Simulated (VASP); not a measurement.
Write the native input for VASP 6.6.1 that does the following.

```yaml
Task: single point
Functional: PBE
Potentials_or_basis: VASP PAW PBE potentials, release 64 (Cu, Au)
Cutoff: 520 eV
k_mesh: 2 × 2 × 2
Occupations: methfessel-paxton, width 0.1 eV
Spin: no spin polarisation
Dipole_correction: no
Further_INCAR_settings: ALGO = Normal; EDIFF = 1e-06; NBANDS = 54
```

The structure of CuAu lies in POSCAR:

```
CuAu
1.0
    5.6214980000      0.0000000000      0.0000000000
    0.0000000000      5.6214980000      0.0000000000
    0.0000000000      0.0000000000      3.6850000000
Cu Au
4 4
Direct
    0.2603683218      0.2476361283      0.4942181818
    0.2485977937      0.7539527720      0.4869579376
    0.7537857347      0.2487904470      0.4991891452
    0.7411245188      0.7493415456      0.5069587517
    0.0043392348     -0.0034159934     -0.0067769335
    0.0010796055      0.4993612023      0.0015682497
    0.4929620183      0.0053258046      0.0125264586
    0.5003685850      0.4988189981     -0.0032282225
```

One way to write it, as run:

INCAR

```
SYSTEM = CuAu
PREC = Accurate
ENCUT = 520
EDIFF = 1E-6
ISMEAR = 1
SIGMA = 0.1
LREAL = .FALSE.
LASPH = .TRUE.
NELM = 120
ALGO = Normal
ISIF = 2
LWAVE = .FALSE.
LCHARG = .FALSE.
GGA = PE
NBANDS = 54
GGA_COMPAT = .FALSE.
```

KPOINTS

```
Automatic mesh
0
G
  2 2 2
  0 0 0
```

Potentials or basis: VASP PAW PBE potentials, release 64 (Cu, Au).

The run is started by

```bash
$ cat potpaw_PBE.64/Cu/POTCAR potpaw_PBE.64/Au/POTCAR > POTCAR
$ mpirun -np 1 vasp_std > vasp.out
```

Results of the run:

```json
{
  "Pressure": "4.3 GPa",
  "Largest force": "0.847 eV/Å",
  "Band gap on the k mesh": "zero (bands 44 and 45 overlap by 0.68 eV)"
}
```

Caveat: the k points lie up to 0.85 Å⁻¹ apart, too coarse for converged energies and pressures of a metal; spin-orbit coupling is left out, which moves the levels of the heavy elements.

It took 67 s on 1 thread of Intel(R) Xeon(R) Platinum 8259CL CPU @ 2.50GHz (Skylake/Cascade Lake), on a shared host, peak memory 0.22 GiB.
